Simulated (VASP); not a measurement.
## Lu: relaxation of cell and atoms with PBE

Lu:

```xyz
2
Lattice="0.0000 3.3160 3.3160 3.3160 0.0000 3.3160 3.3160 3.3160 0.0000" Properties=species:S:1:pos:R:3 pbc="T T T"
Lu   -0.8290   -0.8290   -0.8290
Lu    0.8290    0.8290    0.8290
```

This isn't the form of Lu at room conditions, which is hcp.

- Program: VASP 6.6.1
- Task: relaxation of cell and atoms
- Functional: PBE
- Potentials or basis: VASP PAW PBE potentials, release 64 (Lu)
- Cutoff: 600 eV
- k mesh: 10 × 10 × 10
- Occupations: fermi-dirac, width 0.08 eV
- Spin: no spin polarisation
- Dipole correction: no
- Further INCAR settings: ALGO = Normal; EDIFF = 1e-06; IBRION = 2; EDIFFG = -0.005; NSW = 60; ISIF = 3

The relaxed volume is 50.56 Å³/atom and the relaxed cell is a = 5.229 Å, b = 5.229 Å, c = 5.229 Å, α = 60.00°, β = 60.00°, γ = 60.00°. The space group after relaxing (to 0.1 Å) is Fd-3m (No. 227) and the energy gained by relaxing is 182.8 meV/atom. The ionic steps are 27. The pressure after relaxing is 0.0 GPa and the band gap on the k mesh is zero (bands 25 and 26 overlap by 1.11 eV).

Step by step:
| step | energy change (eV) | largest force (eV/Å) | pressure (GPa) | volume (Å³) |
| --- | --- | --- | --- | --- |
| 1 | 0.0000 | 0.0000 | 4.47 | 72.93 |
| 2 | -0.2397 | 0.0000 | 2.43 | 84.19 |
| 3 | -0.3587 | 0.0000 | -0.37 | 105.86 |
| 4 | -0.3655 | 0.0000 | -0.05 | 102.12 |
| 5 | -0.3656 | 0.0000 | -0.03 | 101.47 |
| 6 | -0.3654 | 0.0000 | 0.05 | 100.67 |
| 7 | -0.3654 | 0.0000 | 0.09 | 100.67 |
| 8 | -0.3654 | 0.0000 | 0.08 | 100.69 |
| 9 | -0.3654 | 0.0000 | 0.12 | 100.69 |
| 10 | -0.3654 | 0.0000 | 0.10 | 100.69 |
| 11 | -0.3654 | 0.0000 | 0.10 | 100.69 |
| 12 | -0.3654 | 0.0000 | 0.09 | 100.69 |
| 13 | -0.3654 | 0.0000 | 0.05 | 100.69 |
| 14 | -0.3654 | 0.0000 | 0.11 | 100.69 |
| 15 | -0.3654 | 0.0000 | 0.19 | 100.70 |
| 16 | -0.3654 | 0.0000 | 0.07 | 100.72 |
| 17 | -0.3654 | 0.0000 | 0.11 | 100.76 |
| 18 | -0.3655 | 0.0000 | 0.14 | 100.83 |
| 19 | -0.3655 | 0.0000 | 0.09 | 100.97 |
| 20 | -0.3656 | 0.0000 | 0.07 | 101.26 |
| 21 | -0.3656 | 0.0000 | 0.03 | 101.84 |
| 22 | -0.3648 | 0.0000 | -0.15 | 102.99 |
| 23 | -0.3655 | 0.0000 | -0.12 | 102.05 |
| 24 | -0.3656 | 0.0000 | -0.07 | 101.88 |
| 25 | -0.3656 | 0.0000 | -0.07 | 101.86 |
| 26 | -0.3656 | 0.0000 | -0.05 | 101.64 |
| 27 | -0.3656 | 0.0000 | -0.01 | 101.12 |

Final structure:
```xyz
2
Lattice="0.0000 3.6977 3.6977 3.6977 0.0000 3.6977 3.6977 3.6977 0.0000" Properties=species:S:1:pos:R:3 pbc="T T T"
Lu    6.4709    6.4709    6.4709
Lu    0.9244    0.9244    0.9244
```

Levels at points of the mesh, in eV from the Fermi level:
| k point | band 22 | band 23 | band 24 | band 25 | band 26 | band 27 |
| --- | --- | --- | --- | --- | --- | --- |
| (0.00, 0.00, 0.00) | -5.86 | -4.45 | 0.38 | 0.38 | 0.45 | 0.45 |
| (0.50, 0.00, 0.00) | -5.87 | -2.90 | -0.99 | 0.24 | 0.30 | 0.30 |
| (0.50, 0.50, 0.00) | -5.87 | -1.56 | -1.56 | -0.52 | -0.52 | 0.80 |

Run time: 36 min on 1 thread of Intel(R) Xeon(R) Platinum 8259CL CPU @ 2.50GHz (Skylake/Cascade Lake), on a shared host, peak memory 0.32 GiB.

Caveat: the volume moved by over 15 % at a fixed basis, so the end points are rough; spin-orbit coupling is left out, which moves the levels of the heavy elements.
